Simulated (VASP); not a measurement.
# SrMgCl4 (P4/mmm) in VASP: further runs

The runs below take SrMgCl4 through single point, with PBE.

Everything below comes from runs of VASP 6.6.1. Logs are shortened: lines on timing, memory, paths and dates and some standing lists are left out, and cuts for length are marked.

### 1 The cell of the first run

The structure is tetragonal, space group P4/mmm (No. 123). Conventional cell: a = 4.664 Å, b = 4.664 Å, c = 6.596 Å, α = 90.00°, β = 90.00°, γ = 90.00°. Within 3.8 Å of Sr (site symmetry 4/mmm) lie 8 Cl at 2.86 Å. Within 3.8 Å of Mg (site symmetry 4/mmm) lie 8 Cl at 2.86 Å. Within 3.8 Å of Cl (site symmetry 2mm) lie 2 Sr at 2.86 Å and 2 Mg at 2.86 Å and 6 Cl at 3.30 Å.

### 2 Single point, PBE

Contents of INCAR:

```
SYSTEM = SrMgCl4
ALGO = Normal
EDIFF = 1E-6
ENCUT = 520
GGA = PE
ISIF = 2
ISMEAR = 0
LASPH = .TRUE.
LCHARG = .FALSE.
LREAL = .FALSE.
LWAVE = .FALSE.
NBANDS = 29
NELM = 80
PREC = Accurate
SIGMA = 0.1
```

Contents of KPOINTS:

```
k-points
0
G
  4 4 4
  0 0 0
```

Contents of POSCAR:

```
SrMgCl4
1.0
    4.6638284700      0.0000000000      0.0000000000
    0.0000000000      4.6638284700      0.0000000000
    0.0000000000      0.0000000000      6.5956494800
Sr Mg Cl
1 1 4
Direct
    0.5000000000      0.5000000000      0.5000000000
    0.0000000000      0.0000000000      0.0000000000
    0.5000000000      0.0000000000      0.2500000000
    0.0000000000      0.5000000000      0.7500000000
    0.5000000000      0.0000000000      0.7500000000
    0.0000000000      0.5000000000      0.2500000000
```

Potentials or basis: VASP PAW PBE potentials, release 64 (Sr_sv, Mg, Cl).

On the command line:

```
cat potpaw_PBE.64/Sr_sv/POTCAR potpaw_PBE.64/Mg/POTCAR potpaw_PBE.64/Cl/POTCAR > POTCAR
mpirun -np 1 vasp_std > vasp.out
```

OUTCAR:

```text
SYSTEM = SrMgCl4
   EDIFF = 1E-6
   ENCUT = 520
   GGA = PE
   ISIF = 2
   ISMEAR = 0
   LASPH = .TRUE.
   LREAL = .FALSE.
   NELM = 80
   PREC = Accurate

 ion  position               nearest neighbor table
   1  0.500  0.500  0.500-   3 2.86   4 2.86   5 2.86   6 2.86   3 2.86   5 2.86   4 2.86   6 2.86

   2  0.000  0.000  0.000-   3 2.86   4 2.86   5 2.86   6 2.86   4 2.86   6 2.86   3 2.86   5 2.86

   3  0.500  0.000  0.250-   1 2.86   2 2.86   1 2.86   2 2.86
   4  0.000  0.500  0.750-   1 2.86   2 2.86   2 2.86   1 2.86
   5  0.500  0.000  0.750-   1 2.86   2 2.86   1 2.86   2 2.86
   6  0.000  0.500  0.250-   1 2.86   2 2.86   2 2.86   1 2.86

  LATTYP: Found a simple tetragonal cell.
 ALAT       =     4.6638284700
 C/A-ratio  =     1.4142135635

  Lattice vectors:

 A1 = (   4.6638284700,   0.0000000000,   0.0000000000)
 A2 = (   0.0000000000,   4.6638284700,   0.0000000000)
 A3 = (   0.0000000000,   0.0000000000,   6.5956494800)

Analysis of symmetry for initial positions (statically):
=====================================================================
 Subroutine PRICEL returns:
 Original cell was already a primitive cell.

 Routine SETGRP: Setting up the symmetry group for a
 simple tetragonal supercell.

 Subroutine GETGRP returns: Found 16 space group operations
 (whereof 16 operations were pure point group operations)
 out of a pool of 16 trial point group operations.

The static configuration has the point symmetry D_4h.

Analysis of symmetry for dynamics (positions and initial velocities):
=====================================================================
 Subroutine PRICEL returns:
 Original cell was already a primitive cell.

 Routine SETGRP: Setting up the symmetry group for a
 simple tetragonal supercell.

 Subroutine GETGRP returns: Found 16 space group operations
 (whereof 16 operations were pure point group operations)
 out of a pool of 16 trial point group operations.

The dynamic configuration has the point symmetry D_4h.

 Subroutine INISYM returns: Found 16 space group operations
 (whereof 16 operations are pure point group operations),
 and found     1 'primitive' translations

----------------------------------------------------------------------------------------

                                     Primitive cell

  volume of cell :     143.4639

  direct lattice vectors                    reciprocal lattice vectors
     4.663828470  0.000000000  0.000000000     0.214416119  0.000000000  0.000000000
     0.000000000  4.663828470  0.000000000     0.000000000  0.214416119  0.000000000
     0.000000000  0.000000000  6.595649480     0.000000000  0.000000000  0.151615092

  length of vectors
     4.663828470  4.663828470  6.595649480     0.214416119  0.214416119  0.151615092

  position of ions in fractional coordinates (direct lattice)
     0.500000000  0.500000000  0.500000000
     0.000000000  0.000000000  0.000000000
     0.500000000  0.000000000  0.250000000
     0.000000000  0.500000000  0.750000000
     0.500000000  0.000000000  0.750000000
     0.000000000  0.500000000  0.250000000

  ion indices of the primitive-cell ions
   primitive index   ion index
                 1           1
                 2           2
                 3           3
                 4           4
                 5           5
                 6           6

----------------------------------------------------------------------------------------

 KPOINTS: k-points

Automatic generation of k-mesh.
 Grid dimensions read from file:
 generate k-points for:    4    4    4

 Generating k-lattice:

  Cartesian coordinates                     Fractional coordinates (reciprocal lattice)
     0.053604030  0.000000000  0.000000000     0.250000000  0.000000000  0.000000000
     0.000000000  0.053604030  0.000000000     0.000000000  0.250000000  0.000000000
     0.000000000  0.000000000  0.037903773     0.000000000  0.000000000  0.250000000

  Length of vectors
     0.053604030  0.053604030  0.037903773

  Shift w.r.t. Gamma in fractional coordinates (k-lattice)
     0.000000000  0.000000000  0.000000000

 Subroutine IBZKPT returns following result:
 ===========================================

 Found     18 irreducible k-points:

 Following reciprocal coordinates:
            Coordinates               Weight
  0.000000  0.000000  0.000000      1.000000
  0.250000  0.000000  0.000000      4.000000
  0.500000  0.000000  0.000000      2.000000
  0.250000  0.250000  0.000000      4.000000
  0.500000  0.250000  0.000000      4.000000
  0.500000  0.500000  0.000000      1.000000
[... 10 lines left out ...]
  0.500000  0.250000  0.500000      4.000000
  0.500000  0.500000  0.500000      1.000000
   k-points           NKPTS =     18   k-points in BZ     NKDIM =     18   number of bands    NBANDS=     29
   number of dos      NEDOS =    301   number of ions     NIONS =      6
   total plane-waves  NPLWV =  64800
   dimension x,y,z NGX =    36 NGY =   36 NGZ =   50
   dimension x,y,z NGXF=    72 NGYF=   72 NGZF=  100
   ions per type =               1   1   4
   NGX,Y,Z   is equivalent  to a cutoff of  12.83, 12.83, 12.60 a.u.
   NGXF,Y,Z  is equivalent  to a cutoff of  25.66, 25.66, 25.21 a.u.
 SYSTEM =  SrMgCl4
   PREC   = accura    normal or accurate (medium, high low for compatibility)
   ISTART =      0    job   : 0-new  1-cont  2-samecut
   ICHARG =      2    charge: 1-file 2-atom 10-const
   ISPIN  =      1    spin polarized calculation?
   LNONCOLLINEAR =      F non collinear calculations
   LSORBIT =      F    spin-orbit coupling
   LASPH  =      T    aspherical Exc in radial PAW
   ENCUT  =  520.0 eV  38.22 Ry    6.18 a.u.   8.67  8.67 12.26*2*pi/ulx,y,z
   NELM   =     80;   NELMIN=  2; NELMDL= -5     # of ELM steps
   EDIFF  = 0.1E-05   stopping-criterion for ELM
   LREAL  =      F    real-space projection
[... 7 lines left out ...]
   TEBEG  =    0.0;   TEEND  =   0.0 temperature during run
   PSTRESS=    0.0 pullay stress
   NELECT =      40.0000    total number of electrons
   NUPDOWN=      -1.0000    fix difference up-down
   EMIN   =  10.00;   EMAX   =-10.00  energy-range for DOS
   EFERMI =   0.00;   METHOD = LEGACY
   ISMEAR =     0;   SIGMA  =   0.10  broadening in eV -4-tet -1-fermi 0-gaus
   EFERMI_NEDOS =   21; number of points for ismear=-14 and -15
   IALGO  =     38    algorithm
   IMIX   =      4    mixing-type and parameters
     AMIX     =   0.40;   BMIX     =  1.00
     AMIX_MAG =   1.60;   BMIX_MAG =  1.00
  volume/ion in A,a.u.               =      23.91       161.36
  Fermi-wavevector in a.u.,A,eV,Ry     =   1.069500  2.021061 15.562741  1.143829
  Thomas-Fermi vector in A             =   2.205181
   LORBIT       =      0    0 simple, 1 ext, 2 COOP (PROOUT), +10 PAW based schemes
   GGA     = PE    functional components
   LHFCALC =     F    Hartree Fock is set to
   AEXX    =    0.0000 exact exchange contribution
   IVDW    =     0    specifies the selected vdW correction
   LEPSILON=     F    determine dielectric tensor
   LRPA    =     F    only Hartree local field effects (RPA)
 non-spin polarized calculation
 Gauss-broadening in eV      SIGMA  =   0.10
  energy-cutoff  :      520.00
  volume of cell :      143.46
 maximum number of plane-waves:      3928
 NGX is ok and might be reduce to    36
   NGX = 17   NGY = 17   NGZ = 25

 number of electron      39.9999993 magnetization

 Free energy of the ion-electron system (eV)
  ---------------------------------------------------
  ext. energy  EPLUGINS =         0.00000000
  ---------------------------------------------------
  free energy    TOTEN  =       -21.98810174 eV

  energy without entropy =      -21.98810174  energy(sigma->0) =      -21.98810174

 E-fermi :   1.6337     XC(G=0):  -8.6798

 val. band max:        1.1718616029   @ k =   0.5000   0.5000   0.0000
 cond. band min:       4.2942920505   @ k =   0.0000   0.0000   0.0000
 fundamental gap:      3.1224304477
 Fermi energy:         1.6336635865

 k-point     1 :       0.0000    0.0000    0.0000
  band No.  band energies     occupation
      1     -31.3199      2.00000
      2     -13.9534      2.00000
      3     -13.4507      2.00000
      4     -13.4507      2.00000
      5     -12.9015      2.00000
      6     -12.0171      2.00000
[... 21 lines left out ...]
     28       9.4137      0.00000
     29      10.2559      0.00000

 k-point     2 :       0.2500    0.0000    0.0000
  band No.  band energies     occupation
      1     -31.3184      2.00000
      2     -13.8433      2.00000
      3     -13.7980      2.00000
      4     -13.4473      2.00000
      5     -12.6080      2.00000
      6     -11.9132      2.00000
[... 21 lines left out ...]
     28       9.3850      0.00000
     29       9.5932      0.00000

 k-point     3 :       0.5000    0.0000    0.0000
  band No.  band energies     occupation
      1     -31.3168      2.00000
      2     -14.0125      2.00000
      3     -13.7117      2.00000
      4     -13.4438      2.00000
      5     -12.4559      2.00000
      6     -12.0476      2.00000
[... 21 lines left out ...]
     28      10.0797      0.00000
     29      10.3331      0.00000

 k-point     4 :       0.2500    0.2500    0.0000
  band No.  band energies     occupation
      1     -31.3168      2.00000
      2     -13.8167      2.00000
      3     -13.7505      2.00000
      4     -13.7345      2.00000
      5     -12.2606      2.00000
      6     -11.8676      2.00000
[... 405 lines left out ...]
     28       9.8850      0.00000
     29      10.1774      0.00000

 k-point    17 :       0.5000    0.2500    0.5000
  band No.  band energies     occupation
      1     -31.3152      2.00000
      2     -13.9682      2.00000
      3     -13.7466      2.00000
      4     -13.6229      2.00000
      5     -12.2725      2.00000
      6     -12.0464      2.00000
[... 21 lines left out ...]
     28       9.8238      0.00000
     29       9.9631      0.00000

 k-point    18 :       0.5000    0.5000    0.5000
  band No.  band energies     occupation
      1     -31.3137      2.00000
      2     -13.9600      2.00000
      3     -13.9600      2.00000
      4     -13.4745      2.00000
      5     -12.2489      2.00000
      6     -12.2489      2.00000
[... 21 lines left out ...]
     28      10.2358      0.00000
     29      10.2358      0.00000

------------------------ aborting loop because EDIFF is reached ----------------------------------------

  FORCE on cell =-STRESS in cart. coord.  units (eV):
  Direction    XX          YY          ZZ          XY          YZ          ZX
  --------------------------------------------------------------------------------------
  -------------------------------------------------------------------------------------
  Total        2.9738624      2.9738624      2.8965408      0.0000000      0.0000000      0.0000000
  in kB       33.2115196     33.2115196     32.3480067      0.0000000      0.0000000      0.0000000
  external PRESSURE =      32.9236819 kB  Pullay stress =       0.0000000 kB

 VOLUME and BASIS-vectors are now :
 -----------------------------------------------------------------------------
  energy-cutoff  :      520.00
  volume of cell :      143.46
      direct lattice vectors                 reciprocal lattice vectors
     4.663828470  0.000000000  0.000000000     0.214416119  0.000000000  0.000000000
     0.000000000  4.663828470  0.000000000     0.000000000  0.214416119  0.000000000
     0.000000000  0.000000000  6.595649480     0.000000000  0.000000000  0.151615092

 POSITION                                       TOTAL-FORCE (eV/Angst)
 -----------------------------------------------------------------------------------
      2.33191      2.33191      3.29782         0.000000     -0.000000     -0.000000
      0.00000      0.00000      0.00000         0.000000     -0.000000     -0.000000
      2.33191      0.00000      1.64891        -0.000000      0.000000     -0.966405
      0.00000      2.33191      4.94674        -0.000000     -0.000000      0.966405
      2.33191      0.00000      4.94674         0.000000     -0.000000      0.966405
      0.00000      2.33191      1.64891         0.000000      0.000000     -0.966405
 -----------------------------------------------------------------------------------
    total drift:                                0.000000      0.000000      0.000000

  FREE ENERGIE OF THE ION-ELECTRON SYSTEM (eV)
  ---------------------------------------------------
  free  energy   TOTEN  =       -21.9881017439 eV

  energy  without entropy=      -21.9881017439  energy(sigma->0) =      -21.98810174
```

Wall time 29 s (1 thread of Intel Xeon 6975P-C (Granite Rapids), shared host); peak memory 0.28 GiB.

What came out:

| Property | Result |
| --- | --- |
| Free energy | -21.9881 eV |
| Pressure | 3.3 GPa |
| Largest force | 0.966 eV/Å |
| Band gap on the k mesh | 3.12 eV (least direct gap 3.17 eV) |

Forces in eV/Å, atoms in the order of the input:
```
Sr   0.000  0.000  0.000
Mg   0.000  0.000  0.000
Cl   0.000  0.000 -0.966
Cl   0.000  0.000  0.966
Cl   0.000  0.000  0.966
Cl   0.000  0.000 -0.966
```

Caveat: the cell stands under pressure.

### 3 Single point, PBE

This run uses another cell than the first one, of 25.26 Å³/atom.

Contents of INCAR:

```
ALGO     = Normal         # electronic algorithm
EDIFF    = 1E-7           # SCF threshold, eV
ENCUT    = 520            # plane-wave cutoff, eV
GGA      = PE             # functional
ISIF     = 2              # what is computed and relaxed
ISMEAR   = 0              # smearing method
LASPH    = True           # aspherical terms in the spheres
LCHARG   = False          # write CHGCAR
LREAL    = False          # projectors in reciprocal space
LWAVE    = False          # write WAVECAR
NBANDS   = 29             # bands
NELM     = 80             # most SCF steps
PREC     = Accurate       # precision mode
SIGMA    = 0.1            # smearing width, eV
```

Contents of KPOINTS:

```
k-points
0
Gamma
  4 4 4
```

Contents of POSCAR:

```
SrMgCl4
1.0
    4.7081901084      0.0000000000      0.0000000000
    0.0000000000      4.7081901084      0.0000000000
    0.0000000000      0.0000000000      6.8384490060
Sr Mg Cl
1 1 4
Direct
    0.5000000000      0.5000000000      0.5000000000
    0.0000000000      0.0000000000      0.0000000000
    0.5000000000      0.0000000000      0.2311000567
    0.0000000000      0.5000000000      0.7688999433
    0.5000000000      0.0000000000      0.7688999433
    0.0000000000      0.5000000000      0.2311000567
```

Potentials or basis: VASP PAW PBE potentials, release 64 (Sr_sv, Mg, Cl).

On the command line:

```
cat potpaw_PBE.64/Sr_sv/POTCAR potpaw_PBE.64/Mg/POTCAR potpaw_PBE.64/Cl/POTCAR > POTCAR
mpirun -np 1 vasp_std > vasp.out
```

It took 39 s on 1 thread of Intel Xeon 6975P-C (Granite Rapids), shared host; peak memory 0.28 GiB.

Results (log left out):

- Free energy: -22.3008 eV
- Pressure: 0.0 GPa
- Largest force: 0.021 eV/Å
- Band gap on the k mesh: 3.11 eV (least direct gap 3.25 eV)

Forces on the atoms (eV/Å):
```
Sr   0.000  0.000  0.000
Mg   0.000  0.000  0.000
Cl   0.000  0.000 -0.021
Cl   0.000  0.000  0.021
Cl   0.000  0.000  0.021
Cl   0.000  0.000 -0.021
```

Stress tensor (GPa, compression positive):
```
 0.16  0.00  0.00
 0.00  0.16  0.00
 0.00  0.00 -0.32
```

Levels at points of the mesh, in eV from the valence-band top:
| k point | band 16 | band 17 | band 18 | band 19 | band 20 | band 21 | band 22 | band 23 | band 24 | band 25 |
| --- | --- | --- | --- | --- | --- | --- | --- | --- | --- | --- |
| (0.00, 0.00, 0.00) | -0.58 | -0.58 | -0.43 | -0.43 | -0.15 | 3.11 | 5.52 | 6.16 | 6.50 | 6.53 |
| (0.50, 0.00, 0.00) | -1.58 | -1.53 | -1.30 | -0.62 | -0.42 | 4.93 | 6.18 | 6.20 | 6.44 | 7.06 |
| (0.50, 0.50, 0.00) | -0.60 | -0.41 | -0.40 | -0.05 | 0.00 | 3.60 | 6.31 | 7.17 | 7.42 | 7.42 |
| (0.00, 0.00, 0.50) | -1.21 | -0.69 | -0.69 | -0.34 | -0.34 | 3.77 | 5.12 | 6.20 | 6.61 | 6.86 |
| (0.50, 0.00, 0.50) | -1.70 | -1.57 | -1.55 | -1.27 | -1.20 | 5.10 | 6.64 | 6.68 | 7.37 | 7.73 |
| (0.50, 0.50, 0.50) | -1.15 | -0.34 | -0.25 | -0.18 | -0.11 | 4.82 | 5.44 | 7.00 | 7.00 | 7.17 |
